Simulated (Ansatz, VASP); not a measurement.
**Two plane-wave programs on K3H**

INCAR

```
SYSTEM = K3H
ALGO     = Normal         ! electronic algorithm
EDIFF    = 1E-6           ! SCF threshold, eV
ENCUT    = 520            ! plane-wave cutoff, eV
GGA      = PE             ! functional
ISIF     = 2              ! what is computed and relaxed
ISMEAR   = 0              ! smearing method
LASPH    = .TRUE.         ! aspherical terms in the spheres
LCHARG   = .FALSE.        ! write CHGCAR
LREAL    = .FALSE.        ! projectors in reciprocal space
LWAVE    = .FALSE.        ! write WAVECAR
NBANDS   = 22             ! bands
NELM     = 100            ! most SCF steps
PREC     = Accurate       ! precision mode
SIGMA    = 0.1            ! smearing width, eV
```

Contents of KPOINTS:

```
k-points
0
G
  6 6 4
  0 0 0
```

POSCAR

```
K3H
1.0
    5.1418126300      0.0000000000      0.0000000000
   -2.5709063100      4.4529403600      0.0000000000
    0.0000000000      0.0000000000      4.5216092600
K H
3 1
Direct
    0.3333333300      0.6666666700      0.5000000000
    0.6666666700      0.3333333300      0.5000000000
    0.0000000000      0.0000000000      0.5000000000
    0.0000000000      0.0000000000      0.0000000000
```

Input for Ansatz:

```yaml
crystal:
  lattice:
    - [5.14181263, 0.0, 0.0]
    - [-2.57090631, 4.45294036, 0.0]
    - [0.0, 0.0, 4.52160926]
  atoms:
    - { symbol: K, position: [0.33333333, 0.66666667, 0.5] }
    - { symbol: K, position: [0.66666667, 0.33333333, 0.5] }
    - { symbol: K, position: [0.0, 0.0, 0.5] }
    - { symbol: H, position: [0.0, 0.0, 0.0] }
basis:
  ecutwfc: 420
kpoints:
  mp_grid: { grid: [6, 6, 4] }
hamiltonian:
  xc: pbe
scf:
  occupations: { method: gaussian, width: 0.1 }
  lower_state_search: "off"
output:
  forces: true
  stress: true
  eigenvalues: true
```

Alike in both runs: task single point; functional PBE; k mesh 6 × 6 × 4; occupations gaussian, width 0.1 eV; no spin polarisation.

```csv
,VASP,Ansatz
version,VASP 6.6.1,Ansatz 0.2.0
potentials or method,"VASP PAW PBE potentials, release 64 (K_sv, H), cutoff 520 eV","scalar-relativistic, plane waves, PAW"
valence electrons in the cell,28,28
```

Ansatz gave:

- gap on the k mesh at the Fermi level (eV): none
- pressure (GPa): 12.8
- traceless stress, the component that is largest in VASP (GPa): -14.98

Problem. Estimate VASP's values.

Solution. gap on the k mesh at the Fermi level (eV): none; pressure (GPa): 13.0; traceless stress, the component that is largest in VASP (GPa): -15.05.

A gap of «none» marks a metal or a gap that the smearing closes. The functional is the same, so the differences come from potentials, cutoffs and numerics.
